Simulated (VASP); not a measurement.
Write the native input for VASP 6.6.1 that does the following.

- Task: relaxation of cell and atoms
- Functional: LDA
- Potentials or basis: VASP PAW LDA potentials, release 64 (Zr_sv, B)
- Cutoff: 600 eV
- k mesh: 15 × 15 × 10
- Occupations: gaussian, width 0.1 eV
- Spin: no spin polarisation
- Dipole correction: no
- Further INCAR settings: ALGO = Normal; EDIFF = 1e-06; IBRION = 2; EDIFFG = -0.002; NSW = 100; ISIF = 3

The structure of ZrB2 lies in POSCAR:

```
ZrB2
1.0
    3.1356928512      0.0000000000      0.0000000000
   -1.5678464256      2.7155896676      0.0000000000
    0.0000000000      0.0000000000      3.4863225682
Zr B
1 2
Direct
    0.0000000000      0.0000000000      0.0000000000
    0.3333333333      0.6666666667      0.5000000000
    0.6666666667      0.3333333333      0.5000000000
```

These files were run (other wordings do the same):

INCAR

```
SYSTEM = ZrB2
ALGO     = Normal         ! electronic algorithm
EDIFF    = 1E-6           ! SCF threshold, eV
EDIFFG   = -0.002         ! ionic threshold
ENCUT    = 600            ! plane-wave cutoff, eV
IBRION   = 2              ! ionic algorithm
ISIF     = 3              ! what is computed and relaxed
ISMEAR   = 0              ! smearing method
LASPH    = .TRUE.         ! aspherical terms in the spheres
LCHARG   = .FALSE.        ! write CHGCAR
LREAL    = .FALSE.        ! projectors in reciprocal space
LWAVE    = .FALSE.        ! write WAVECAR
NELM     = 80             ! most SCF steps
NSW      = 100            ! ionic steps
PREC     = Accurate       ! precision mode
SIGMA    = 0.1            ! smearing width, eV
```

KPOINTS

```
k-points
0
G
  15 15 10
  0 0 0
```

Potentials or basis: VASP PAW LDA potentials, release 64 (Zr_sv, B).

Run with:

```bash
$ cat potpaw_LDA.64/Zr_sv/POTCAR potpaw_LDA.64/B/POTCAR > POTCAR
$ mpirun -np 1 vasp_std > vasp.out
```

Results of the run:

The relaxed volume is 9.90 Å³/atom. The relaxed cell is a = 3.135 Å, b = 3.135 Å, c = 3.490 Å, α = 90.00°, β = 90.00°, γ = 120.00°, the space group after relaxing (to 0.1 Å) is P6/mmm (No. 191) and the energy gained by relaxing is 0.0 meV/atom. The ionic steps are 8, the pressure after relaxing is 0.0 GPa and the band gap on the k mesh is zero (bands 9 and 10 overlap by 0.89 eV).

Run time: 2.3 min on 1 thread of Intel(R) Xeon(R) Platinum 8488C (Sapphire Rapids), on a shared host, peak memory 0.21 GiB.
